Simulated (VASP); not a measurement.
# AgI: single point with HSE06

The system is AgI.

```xyz
2
Lattice="0.0000 3.2886 3.2886 3.2886 0.0000 3.2886 3.2886 3.2886 0.0000" Properties=species:S:1:pos:R:3 pbc="T T T"
Ag    0.0000    0.0000    0.0000
I     1.6443    1.6443    1.6443
```

```json
{
 "Program": "VASP 6.6.1",
 "Task": "single point",
 "Functional": "HSE06",
 "Potentials or basis": "VASP PAW PBE potentials, release 64 (Ag, I)",
 "Cutoff": "400 eV",
 "k mesh": "4 × 4 × 4",
 "Occupations": "gaussian, width 0.01 eV",
 "Spin": "no spin polarisation"
}
```

```json
{
 "Pressure": "0.4 GPa",
 "Band gap on the k mesh": "2.48 eV, direct"
}
```

Levels at points of the mesh, in eV from the valence-band top:
```tsv
k point	band 7	band 8	band 9	band 10	band 11	band 12
(0.00, 0.00, 0.00)	0.00	0.00	0.00	2.48	6.99	6.99
(0.50, 0.00, 0.00)	-3.44	-0.71	-0.71	3.96	7.44	7.44
(0.50, 0.50, 0.00)	-2.82	-1.79	-1.79	4.69	5.03	9.66
```

Wall time 5 min on 1 thread of Intel(R) Xeon(R) Platinum 8488C (Sapphire Rapids) (shared host), peak memory 0.28 GiB.

Caveat: the PAW data sets were made with another functional, which shifts forces and pressure a little; spin-orbit coupling is left out, which moves the levels of the heavy elements.
